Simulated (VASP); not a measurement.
# LiCl (Fm-3m) in VASP: settings compared, part 2 of 2

VASP 6.6.1. Earlier steps stand in the parts before.

## Step 4: Relaxation of cell and atoms, PBE, target pressure 12 GPa, at which the enthalpy is minimised

This run uses another cell than the first one, of 17.08 Å³/atom.

Input file INCAR:

```
ALGO = Normal
EDIFF = 1E-6
EDIFFG = -0.001
ENCUT = 600
GGA = PE
IBRION = 2
ISIF = 3
ISMEAR = 0
LASPH = True
LCHARG = False
LREAL = False
LWAVE = False
NELM = 100
NSW = 80
PREC = Accurate
PSTRESS = 120.0
SIGMA = 0.01
```

Input file KPOINTS:

```
k-points
0
Gamma
  8 8 8
```

Input file POSCAR:

```
LiCl
1.0
    0.0000000000      2.5751357397      2.5751357397
    2.5751357397      0.0000000000      2.5751357397
    2.5751357397      2.5751357397      0.0000000000
Li Cl
1 1
Direct
    0.0000000000      0.0000000000      0.0000000000
    0.5000000000      0.5000000000      0.5000000000
```

Launch:

```bash
$ cat potpaw_PBE.64/Li_sv/POTCAR potpaw_PBE.64/Cl/POTCAR > POTCAR
$ mpirun -np 1 vasp_std > vasp.out
```

Wall time 55 s (1 thread of Intel Xeon 8259CL, shared host); peak memory 0.17 GiB.

It converged, with:

```
Free energy                                                : -7.1728 eV
Relaxed volume                                             : 13.53 Å³/atom
Relaxed cell                                               : a = 3.370 Å, b = 3.370 Å, c = 3.370 Å, α = 60.00°, β = 60.00°, γ = 60.00°
Space group after relaxing (to 0.1 Å)                      : Fm-3m (No. 225)
Energy change on relaxing (the run minimises the enthalpy) : +106.6 meV/atom
Ionic steps                                                : 5
Pressure after relaxing                                    : 12.0 GPa
Band gap on the k mesh                                     : 6.96 eV (least direct gap 7.33 eV)
```

The path:
| step | energy change (eV) | largest force (eV/Å) | pressure (GPa) | volume (Å³) |
| --- | --- | --- | --- | --- |
| 1 | 0.0000 | 0.0000 | -0.08 | 34.15 |
| 2 | 0.1405 | 0.0000 | 9.07 | 28.17 |
| 3 | 0.2064 | 0.0000 | 11.74 | 27.16 |
| 4 | 0.2160 | 0.0000 | 12.11 | 27.03 |
| 5 | 0.2131 | 0.0000 | 12.00 | 27.07 |

Final structure:
```cif
data_structure
_symmetry_space_group_name_H-M 'P 1'
_symmetry_Int_Tables_number 1
_cell_length_a 3.3701
_cell_length_b 3.3701
_cell_length_c 3.3701
_cell_angle_alpha 60.000
_cell_angle_beta 60.000
_cell_angle_gamma 60.000
_cell_volume 27.07
loop_
_atom_site_label
_atom_site_type_symbol
_atom_site_fract_x
_atom_site_fract_y
_atom_site_fract_z
_atom_site_occupancy
Li1 Li 0.00000 0.00000 0.00000 1
Cl1 Cl 0.50000 0.50000 0.50000 1
```

Levels at points of the mesh, in eV from the valence-band top:
```
           k point  band 2  band 3  band 4  band 5  band 6  band 7  band 8  band 9
(0.00, 0.00, 0.00)  -14.33    0.00    0.00    0.00    7.83   12.04   12.04   12.04
(0.50, 0.00, 0.00)  -13.41   -3.83   -0.37   -0.37    6.96    9.50    9.50   15.45
(0.50, 0.50, 0.00)  -12.96   -4.06   -1.59   -1.59    7.83    8.34   14.52   15.92
```

Caveat: the cutoff is under 1.25 times the usual one of these potentials, so pressure, stress and relaxed cells hold a basis-set (Pulay) error; the cell is relaxed towards a set pressure, so the run minimises the enthalpy, not the energy; the volume moved by over 15 % at a fixed basis, so the end points are rough.

## Step 5: Single point, PBEsol (strained)

Input file INCAR:

```
SYSTEM = LiCl
PREC = Accurate
ENCUT = 750
EDIFF = 1E-6
ISMEAR = 0
SIGMA = 0.02
LREAL = .FALSE.
LASPH = .TRUE.
NELM = 120
ALGO = Normal
ISIF = 2
LWAVE = .FALSE.
LCHARG = .FALSE.
GGA = PS
NBANDS = 12
GGA_COMPAT = .FALSE.
```

Input file KPOINTS:

```
Automatic mesh
0
G
  8 8 8
  0 0 0
```

Input file POSCAR:

```
LiCl
1.0
    0.0000000000      2.5142085804      2.5142085804
    2.5142085804      0.0000000000      2.5142085804
    2.5142085804      2.5142085804      0.0000000000
Li Cl
1 1
Direct
    0.0000000000      0.0000000000      0.0000000000
    0.5000000000      0.5000000000      0.5000000000
```

Potentials or basis: VASP PAW PBE potentials, release 64 (Li_sv, Cl).

Launch:

```bash
$ cat potpaw_PBE.64/Li_sv/POTCAR potpaw_PBE.64/Cl/POTCAR > POTCAR
$ mpirun -np 1 vasp_std > vasp.out
```

OUTCAR:

```text
SYSTEM = LiCl
   PREC = Accurate
   ENCUT = 750
   EDIFF = 1E-6
   ISMEAR = 0
   LREAL = .FALSE.
   LASPH = .TRUE.
   NELM = 120
   ISIF = 2
   GGA = PS

 ion  position               nearest neighbor table
   1  0.000  0.000  0.000-   2 2.51   2 2.51   2 2.51   2 2.51   2 2.51   2 2.51
   2  0.500  0.500  0.500-   1 2.51   1 2.51   1 2.51   1 2.51   1 2.51   1 2.51

  LATTYP: Found a face centered cubic cell.
 ALAT       =     5.0284171608

  Lattice vectors:

 A1 = (   0.0000000000,   2.5142085804,   2.5142085804)
 A2 = (   2.5142085804,   0.0000000000,   2.5142085804)
[... 548 lines left out ...]

  FORCE on cell =-STRESS in cart. coord.  units (eV):
  Direction    XX          YY          ZZ          XY          YZ          ZX
  --------------------------------------------------------------------------------------
  -------------------------------------------------------------------------------------
  Total        0.1435133      0.1435133      0.1435133      0.0000000      0.0000000      0.0000000
  in kB        7.2338409      7.2338409      7.2338409      0.0000000      0.0000000      0.0000000
  external PRESSURE =       7.2338409 kB  Pullay stress =       0.0000000 kB

 VOLUME and BASIS-vectors are now :
 -----------------------------------------------------------------------------
  energy-cutoff  :      750.00
  volume of cell :       31.79
      direct lattice vectors                 reciprocal lattice vectors
     0.000000000  2.514208580  2.514208580    -0.198869737  0.198869737  0.198869737
     2.514208580  0.000000000  2.514208580     0.198869737 -0.198869737  0.198869737
     2.514208580  2.514208580  0.000000000     0.198869737  0.198869737 -0.198869737

 POSITION                                       TOTAL-FORCE (eV/Angst)
 -----------------------------------------------------------------------------------
      0.00000      0.00000      0.00000         0.000000      0.000000      0.000000
      2.51421      2.51421      2.51421        -0.000000     -0.000000     -0.000000
 -----------------------------------------------------------------------------------
    total drift:                               -0.000000     -0.000000      0.000000

  FREE ENERGIE OF THE ION-ELECTRON SYSTEM (eV)
  ---------------------------------------------------
  free  energy   TOTEN  =        -7.6362517435 eV

  energy  without entropy=       -7.6362517435  energy(sigma->0) =       -7.63625174
```

Run time: 25 s. Hardware: 1 thread of Intel Xeon 8259CL, shared host; peak memory 0.17 GiB.

Results:

```
Free energy            : -7.6363 eV
Pressure               : 0.7 GPa
Band gap on the k mesh : 6.48 eV
```

Caveat: the cell differs from its parent crystal (strained); the PAW data sets were made with another functional, which shifts forces and pressure a little. A k mesh can miss the band edges.

## Step 6: The runs side by side

```csv
task,level,cell,k mesh,cutoff (eV),smearing,gap on the mesh (eV),pressure (GPa)
single point,PBE,"a = 3.627 Å, angles 60.0°, 2 atoms",6 × 6 × 6,750,gaussian 0.1 eV,6.33,0.3
single point,PBE,"a = 3.373 Å, angles 60.0°, 2 atoms",8 × 8 × 8,520,gaussian 0.01 eV,6.95,-
relaxation of cell and atoms,PBE,"relaxed to 12 GPa from a = 3.642 Å, angles 60.0°, 2 atoms",8 × 8 × 8,600,gaussian 0.01 eV,6.96,12.0
single point,PBEsol,"a = 3.556 Å, angles 60.0°, 2 atoms",8 × 8 × 8,750,gaussian 0.02 eV,6.48,0.7
```

Alike in all rows: potentials or basis VASP PAW PBE potentials, release 64 (Li_sv, Cl); no spin polarisation.

Caveats: the cutoff is under 1.25 times the usual one of these potentials, so pressure, stress and relaxed cells hold a basis-set (Pulay) error (at least some runs); the cell is relaxed towards a set pressure, so the run minimises the enthalpy, not the energy (at least some runs); the volume moved by over 15 % at a fixed basis, so the end points are rough (at least some runs); the PAW data sets were made with another functional, which shifts forces and pressure a little (at least some runs).

Total energies depend on the potentials used, so only differences within one code and one set of settings carry meaning.
